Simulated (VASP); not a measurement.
H: single point with PBE

H:

```
H
1.0
     2.01500    0.00000    0.00000
    -1.00750    1.74504    0.00000
     0.00000    0.00000    3.23700
H
2
Direct
  0.33333 0.66667 0.25000
  0.66667 0.33333 0.75000
```

```yaml
Program: VASP 6.6.1
Task: single point
Functional: PBE
Potentials_or_basis: VASP PAW PBE potentials, release 64 (H)
Cutoff: 520 eV
k_mesh: 13 × 13 × 7
Occupations: fermi-dirac, width 0.01 eV
Spin: no spin polarisation
Dipole_correction: no
Further_INCAR_settings: ALGO = Normal; EDIFF = 1e-06; NBANDS = 8
```

```json
{
  "Pressure": "-23.8 GPa",
  "Band gap on the k mesh": "zero (band 1 reaches 1.84 eV, above the bottom of band 2 at -6.80 eV)"
}
```

Stress tensor (GPa, compression positive):
```
-22.76   0.00   0.00
  0.00 -22.76   0.00
  0.00   0.00 -25.99
```

Levels at points of the mesh, in eV from the Fermi level:
```csv
k point,band 1,band 2,band 3,band 4,band 5
"(0.00, 0.00, 0.00)",-9.89,0.67,8.28,33.47,34.03
```

It took 4.1 s on 1 thread of Intel(R) Xeon(R) Platinum 8259CL CPU @ 2.50GHz (Skylake/Cascade Lake) (shared host), peak memory 0.11 GiB.
